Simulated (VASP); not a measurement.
# BeS (F-43m) in VASP: further runs, part 3 of 3

VASP 6.6.1. The steps go on from the part before.

### 5 Phonons, r2SCAN

This run uses another cell than the first one, of 13.89 Å³/atom.

Input file INCAR:

```
SYSTEM = BeS
  PREC = Accurate
  ENCUT = 520
  EDIFF = 1E-8
  ISMEAR = 0
  SIGMA = 0.01
  LREAL = .FALSE.
  LASPH = .TRUE.
  NELM = 80
  ALGO = Normal
  ISIF = 2
  LWAVE = .FALSE.
  LCHARG = .FALSE.
  METAGGA = R2SCAN
  LMIXTAU = .TRUE.
  IBRION = 6
  NFREE = 2
  POTIM = 0.015
  NSW = 1
```

Input file KPOINTS:

```
Automatic mesh
0
G
  8 8 8
  0 0 0
```

Input file POSCAR:

```
BeS
1.0
    2.4035404880      2.4035404880      0.0000000000
   -2.4035404880      2.4035404880      0.0000000000
    0.0000000000      2.4035404880      2.4035404880
Be S
1 1
Direct
    0.0000000000      0.0000000000      0.0000000000
    0.7500000000      0.2500000000      0.5000000000
```

Potentials or basis: VASP PAW PBE potentials, release 64 (Be, S).

Launch:

```sh
$ cat potpaw_PBE.64/Be/POTCAR potpaw_PBE.64/S/POTCAR > POTCAR
$ mpirun -np 1 vasp_std > vasp.out
```

OUTCAR:

```text
SYSTEM = BeS
   PREC = Accurate
   ENCUT = 520
   EDIFF = 1E-8
   ISMEAR = 0
   LREAL = .FALSE.
   LASPH = .TRUE.
   NELM = 80
   ISIF = 2
   METAGGA = R2SCAN
   IBRION = 6
   NFREE = 2
   POTIM = 0.015
   NSW = 1

 ion  position               nearest neighbor table
   1  0.000  0.000  0.000-   2 2.08   2 2.08   2 2.08   2 2.08
   2  0.750  0.250  0.500-   1 2.08   1 2.08   1 2.08   1 2.08

  LATTYP: Found a face centered cubic cell.
 ALAT       =     4.8070809760

  Lattice vectors:

 A1 = (   0.0000000000,   2.4035404880,   2.4035404880)
 A2 = (   2.4035404880,   0.0000000000,   2.4035404880)
 A3 = (   2.4035404880,   2.4035404880,   0.0000000000)

Analysis of symmetry for initial positions (statically):
=====================================================================
 Subroutine PRICEL returns:
 Original cell was already a primitive cell.

 Routine SETGRP: Setting up the symmetry group for a
 face centered cubic supercell.

 Subroutine GETGRP returns: Found 24 space group operations
 (whereof 24 operations were pure point group operations)
 out of a pool of 48 trial point group operations.

The static configuration has the point symmetry T_d .

Analysis of symmetry for dynamics (positions and initial velocities):
=====================================================================
 Subroutine PRICEL returns:
 Original cell was already a primitive cell.

 Routine SETGRP: Setting up the symmetry group for a
 face centered cubic supercell.

 Subroutine GETGRP returns: Found 24 space group operations
 (whereof 24 operations were pure point group operations)
 out of a pool of 48 trial point group operations.

The dynamic configuration has the point symmetry T_d .

[... 306 lines left out ...]
 fundamental gap:      3.4569112125
 Fermi energy:         4.3803842783

 k-point     1 :       0.0000    0.0000    0.0000
  band No.  band energies     occupation
      1     -10.2368      2.00000
      2       4.1946      2.00000
      3       4.2503      2.00000
      4       4.3030      2.00000
      5      10.4712      0.00000
      6      10.4878      0.00000
      7      10.5085      0.00000
      8      11.1819      0.00000
[... 243 lines left out ...]
 k-point    24 :       0.5000    0.2500    0.1250
  band No.  band energies     occupation
      1      -8.1800      2.00000
      2      -1.3382      2.00000
      3       1.3054      2.00000
      4       2.3252      2.00000
      5      10.9063      0.00000
      6      11.5168      0.00000
      7      14.2512      0.00000
      8      15.6228      0.00000

 [... further k-points ...]

------------------------ aborting loop because EDIFF is reached ----------------------------------------

  FORCE on cell =-STRESS in cart. coord.  units (eV):
  Direction    XX          YY          ZZ          XY          YZ          ZX
  --------------------------------------------------------------------------------------
  -------------------------------------------------------------------------------------
  Total        0.7444119      0.7462721      0.7462721      0.0000000     -0.0755182      0.0000000
  in kB       42.9476656     43.0549860     43.0549860      0.0000000     -4.3569010      0.0000000
  external PRESSURE =      43.0192125 kB  Pullay stress =       0.0000000 kB
[... 17 lines left out ...]
  FREE ENERGIE OF THE ION-ELECTRON SYSTEM (eV)
  ---------------------------------------------------
  free  energy   TOTEN  =       -14.7702795500 eV

  energy  without entropy=      -14.7702795500  energy(sigma->0) =      -14.77027955

 INTERNAL STRAIN TENSORS FROM DISPLACED ATOMS
 ============================================

 INTERNAL STRAIN TENSOR FOR ION    1 for displacements in x,y,z  (eV/Angst):
          X           Y           Z          XY          YZ          ZX
  --------------------------------------------------------------------------------
  x     0.00000    -0.00000    -0.00000     0.00000    -5.03497     0.00000
  y     0.00000     0.00000     0.00000     0.00000     0.00000    -5.03497
  z    -0.00000    -0.00000     0.00000    -5.03497     0.00000     0.00000

 INTERNAL STRAIN TENSOR FOR ION    2 for displacements in x,y,z  (eV/Angst):
          X           Y           Z          XY          YZ          ZX
  --------------------------------------------------------------------------------
  x     0.00000    -0.00000    -0.00000     0.00000     5.03339     0.00000
  y    -0.00000     0.00000    -0.00000     0.00000     0.00000     5.03339
  z    -0.00000    -0.00000     0.00000     5.03339     0.00000    -0.00000

 Eigenvectors and eigenvalues of the dynamical matrix
 ----------------------------------------------------

   1 f  =   17.667596 THz   111.008777 2PiTHz  589.327553 cm-1    73.067271 meV
             X         Y         Z           dx          dy          dz
      0.000000  0.000000  0.000000     0.883477   -0.000000   -0.000000
      1.201770  3.605311  1.201770    -0.468474    0.000000    0.000000
[... 21 lines left out ...]
   6 f/i=    0.001320 THz     0.008294 2PiTHz    0.044031 cm-1     0.005459 meV
             X         Y         Z           dx          dy          dz
      0.000000  0.000000  0.000000    -0.393487    0.254237    0.000000
      1.201770  3.605311  1.201770    -0.742061    0.479455    0.000000

 ELASTIC MODULI CONTR FROM IONIC RELAXATION (kBar)
 Direction    XX          YY          ZZ          XY          YZ          ZX
 --------------------------------------------------------------------------------
 XX          -0.0000     -0.0000     -0.0000     -0.0000      0.0000      0.0000
 YY          -0.0000     -0.0000     -0.0000     -0.0000     -0.0000      0.0000
 ZZ          -0.0000     -0.0000     -0.0000      0.0000     -0.0000      0.0000
 XY          -0.0000     -0.0000      0.0000   -162.7019      0.0000      0.0000
 YZ          -0.0000     -0.0000     -0.0000      0.0000   -162.7019      0.0000
 ZX           0.0000      0.0000      0.0000      0.0000      0.0000   -162.7019
 --------------------------------------------------------------------------------
```

OSZICAR:

```text
N       E                     dE             d eps       ncg     rms          rms(c)
DAV:   1     0.158044814807E+02    0.15804E+02   -0.42841E+03   464   0.888E+02
DAV:   2    -0.156444488166E+02   -0.31449E+02   -0.30454E+02   696   0.131E+02
DAV:   3    -0.163162171868E+02   -0.67177E+00   -0.67177E+00   560   0.245E+01
[... 66 lines left out ...]
DAV:   7    -0.147702795795E+02   -0.15705E-05   -0.64530E-06  2008   0.259E-02    0.383E-03
DAV:   8    -0.147702794081E+02    0.17141E-06   -0.69427E-07  1880   0.874E-03    0.158E-03
DAV:   9    -0.147702795277E+02   -0.11967E-06   -0.23252E-07  1752   0.542E-03    0.367E-04
DAV:  10    -0.147702795517E+02   -0.23964E-07   -0.30406E-08  1608   0.227E-03    0.844E-04
DAV:  11    -0.147702795500E+02    0.16790E-08   -0.18934E-09   824   0.467E-04
   5 F= -.14770280E+02 E0= -.14770280E+02  d E =-.108586E-30
```

It took 10 min on 1 thread of Intel Xeon 8259CL, shared host; peak memory 0.19 GiB.

What came out:

| Quantity | Value |
| --- | --- |
| Highest phonon frequency at Γ, LO-TO splitting left out | 589 cm⁻¹ |

Phonon frequencies in cm⁻¹ (negative: imaginary):
```tsv
q point	frequencies
(0.000, 0.000, 0.000)	0 0 0 589 589 589
```

Caveat: the cell stands under pressure or tension, which shifts response properties; the PAW data sets were made with another functional, which shifts forces and pressure a little.

### 6 Phonons, r2SCAN

This run uses another cell than the first one, of 14.14 Å³/atom.

Input file INCAR:

```
  PREC = Accurate
  ENCUT = 520
  EDIFF = 1E-8
  ISMEAR = 0
  SIGMA = 0.01
  LREAL = False
  LASPH = True
  NELM = 80
  ALGO = Normal
  ISIF = 2
  LWAVE = False
  LCHARG = True
  METAGGA = R2SCAN
  LMIXTAU = True
  NBANDS = 11
  IBRION = 6
  NFREE = 2
  POTIM = 0.015
  NSW = 1
```

Input file KPOINTS:

```
Automatic mesh
0
Gamma
  8 8 8
```

Input file POSCAR:

```
BeS
1.0
    2.4181789742      2.4181789742      0.0000000000
   -2.4181789742      2.4181789742      0.0000000000
    0.0000000000      2.4181789742      2.4181789742
Be S
1 1
Direct
    0.0000000000      0.0000000000      0.0000000000
    0.7500000000      0.2500000000      0.5000000000
```

Potentials or basis: VASP PAW PBE potentials, release 64 (Be, S).

Launch:

```sh
$ cat potpaw_PBE.64/Be/POTCAR potpaw_PBE.64/S/POTCAR > POTCAR
$ mpirun -np 1 vasp_std > vasp.out
```

OUTCAR:

```text
PREC = Accurate
   ENCUT = 520
   EDIFF = 1E-8
   ISMEAR = 0
   LREAL = False
   LASPH = True
   NELM = 80
   ISIF = 2
   METAGGA = R2SCAN
   IBRION = 6
   NFREE = 2
   POTIM = 0.015
   NSW = 1

 ion  position               nearest neighbor table
   1  0.000  0.000  0.000-   2 2.09   2 2.09   2 2.09   2 2.09
   2  0.750  0.250  0.500-   1 2.09   1 2.09   1 2.09   1 2.09

  LATTYP: Found a face centered cubic cell.
 ALAT       =     4.8363579484

  Lattice vectors:

 A1 = (   0.0000000000,   2.4181789742,   2.4181789742)
 A2 = (   2.4181789742,   0.0000000000,   2.4181789742)
 A3 = (   2.4181789742,   2.4181789742,   0.0000000000)

Analysis of symmetry for initial positions (statically):
=====================================================================
 Subroutine PRICEL returns:
 Original cell was already a primitive cell.

 Routine SETGRP: Setting up the symmetry group for a
 face centered cubic supercell.

 Subroutine GETGRP returns: Found 24 space group operations
 (whereof 24 operations were pure point group operations)
 out of a pool of 48 trial point group operations.

The static configuration has the point symmetry T_d .

Analysis of symmetry for dynamics (positions and initial velocities):
=====================================================================
 Subroutine PRICEL returns:
 Original cell was already a primitive cell.

 Routine SETGRP: Setting up the symmetry group for a
 face centered cubic supercell.

 Subroutine GETGRP returns: Found 24 space group operations
 (whereof 24 operations were pure point group operations)
 out of a pool of 48 trial point group operations.
[... 313 lines left out ...]
  band No.  band energies     occupation
      1     -10.3001      2.00000
      2       4.0023      2.00000
      3       4.0568      2.00000
      4       4.1084      2.00000
      5      10.2907      0.00000
      6      10.3070      0.00000
      7      10.3275      0.00000
      8      10.8215      0.00000
      9      17.4955      0.00000
     10      17.4962      0.00000
     11      20.0327      0.00000
[... 309 lines left out ...]
 k-point    24 :       0.5000    0.2500    0.1250
  band No.  band energies     occupation
      1      -8.3055      2.00000
      2      -1.4176      2.00000
      3       1.1735      2.00000
      4       2.1816      2.00000
      5      10.7229      0.00000
      6      11.2822      0.00000
      7      13.9751      0.00000
      8      15.3485      0.00000
      9      16.4071      0.00000
     10      20.3902      0.00000
     11      21.1330      0.00000

 [... further k-points ...]

------------------------ aborting loop because EDIFF is reached ----------------------------------------

  FORCE on cell =-STRESS in cart. coord.  units (eV):
  Direction    XX          YY          ZZ          XY          YZ          ZX
  --------------------------------------------------------------------------------------
  -------------------------------------------------------------------------------------
  Total        0.4076274      0.4093007      0.4093007      0.0000000     -0.0671011     -0.0000000
  in kB       23.0929098     23.1877060     23.1877060      0.0000000     -3.8014098     -0.0000000
  external PRESSURE =      23.1561073 kB  Pullay stress =       0.0000000 kB
[... 17 lines left out ...]
  FREE ENERGIE OF THE ION-ELECTRON SYSTEM (eV)
  ---------------------------------------------------
  free  energy   TOTEN  =       -14.7809082805 eV

  energy  without entropy=      -14.7809082805  energy(sigma->0) =      -14.78090828

 INTERNAL STRAIN TENSORS FROM DISPLACED ATOMS
 ============================================

 INTERNAL STRAIN TENSOR FOR ION    1 for displacements in x,y,z  (eV/Angst):
          X           Y           Z          XY          YZ          ZX
  --------------------------------------------------------------------------------
  x    -0.00000    -0.00000    -0.00000     0.00000    -4.47449    -0.00000
  y     0.00000    -0.00000     0.00000    -0.00000     0.00000    -4.47449
  z    -0.00000    -0.00000    -0.00000    -4.47449    -0.00000     0.00000

 INTERNAL STRAIN TENSOR FOR ION    2 for displacements in x,y,z  (eV/Angst):
          X           Y           Z          XY          YZ          ZX
  --------------------------------------------------------------------------------
  x     0.00000     0.00000     0.00000    -0.00000     4.47189     0.00000
  y     0.00000     0.00000     0.00000     0.00000    -0.00000     4.47189
  z     0.00000     0.00000     0.00000     4.47189     0.00000     0.00000

 Eigenvectors and eigenvalues of the dynamical matrix
 ----------------------------------------------------

   1 f  =   17.222418 THz   108.211641 2PiTHz  574.478016 cm-1    71.226164 meV
             X         Y         Z           dx          dy          dz
      0.000000  0.000000  0.000000     0.000000   -0.883530    0.000000
      1.209089  3.627268  1.209089    -0.000000    0.468374    0.000000
[... 21 lines left out ...]
   6 f/i=    0.000666 THz     0.004187 2PiTHz    0.022226 cm-1     0.002756 meV
             X         Y         Z           dx          dy          dz
      0.000000  0.000000  0.000000     0.428365    0.188690    0.016552
      1.209089  3.627268  1.209089     0.808058    0.355940    0.031224

 ELASTIC MODULI CONTR FROM IONIC RELAXATION (kBar)
 Direction    XX          YY          ZZ          XY          YZ          ZX
 --------------------------------------------------------------------------------
 XX          -0.0000     -0.0000     -0.0000     -0.0000     -0.0000      0.0000
 YY          -0.0000     -0.0000     -0.0000     -0.0000     -0.0000     -0.0000
 ZZ          -0.0000     -0.0000     -0.0000     -0.0000     -0.0000      0.0000
 XY          -0.0000     -0.0000     -0.0000   -132.7673     -0.0000     -0.0000
 YZ          -0.0000     -0.0000     -0.0000     -0.0000   -132.7673     -0.0000
 ZX           0.0000     -0.0000      0.0000     -0.0000     -0.0000   -132.7673
 --------------------------------------------------------------------------------
```

OSZICAR:

```text
N       E                     dE             d eps       ncg     rms          rms(c)
DAV:   1     0.154979857078E+02    0.15498E+02   -0.40051E+03   638   0.640E+02
DAV:   2    -0.150955470071E+02   -0.30594E+02   -0.29250E+02   830   0.120E+02
DAV:   3    -0.163205694541E+02   -0.12250E+01   -0.12233E+01   856   0.246E+01
[... 66 lines left out ...]
DAV:   6    -0.147808858815E+02   -0.21603E-04   -0.13218E-04  2126   0.835E-02    0.102E-02
DAV:   7    -0.147809081915E+02   -0.22310E-04   -0.15534E-05  2183   0.282E-02    0.377E-03
DAV:   8    -0.147809082100E+02   -0.18569E-07   -0.10472E-06  2574   0.875E-03    0.662E-04
DAV:   9    -0.147809082552E+02   -0.45143E-07   -0.23430E-07  2327   0.409E-03    0.140E-03
DAV:  10    -0.147809082891E+02   -0.33934E-07   -0.21638E-08  2383   0.148E-03    0.122E-03
DAV:  11    -0.147809082805E+02    0.86222E-08   -0.12587E-08  1462   0.788E-04
   5 F= -.14780908E+02 E0= -.14780908E+02  d E =-.747422E-41
```

stdout:

```text
POSCAR found type information on POSCAR BeS
 POSCAR found :  2 types and       2 ions
 scaLAPACK will be used
 -----------------------------------------------------------------------------
|                                                                             |
|                                                                             |
|     You enforced a specific xc type in the INCAR file but a different       |
|     I HOPE YOU KNOW WHAT YOU ARE DOING!                                     |
|                                                                             |
 -----------------------------------------------------------------------------

 LDA part: xc-table for (None), standard interpolation
 POSCAR, INCAR and KPOINTS ok, starting setup
 FFT: planning ... GRIDC
 FFT: planning ... GRID_SOFT
 FFT: planning ... GRID
 WAVECAR not read
 entering main loop
 Found     2 degrees of freedom:
 Finite differences POTIM= 0.01500 DOF=   2
 bond charge predicted
 Finite differences progress:
 bond charge predicted
 Finite differences progress:
 bond charge predicted
 Finite differences progress:
 bond charge predicted
 Finite differences progress:
```

It took 9.7 min on 1 thread of Intel Xeon 8259CL, shared host; peak memory 0.2 GiB.

What came out:

- Highest phonon frequency at Γ, LO-TO splitting left out: 574 cm⁻¹

Phonon frequencies in cm⁻¹ (negative: imaginary):
```
              q point        frequencies
(0.000, 0.000, 0.000)  0 0 0 574 574 574
```

Caveat: the cell stands under pressure or tension, which shifts response properties; the PAW data sets were made with another functional, which shifts forces and pressure a little.
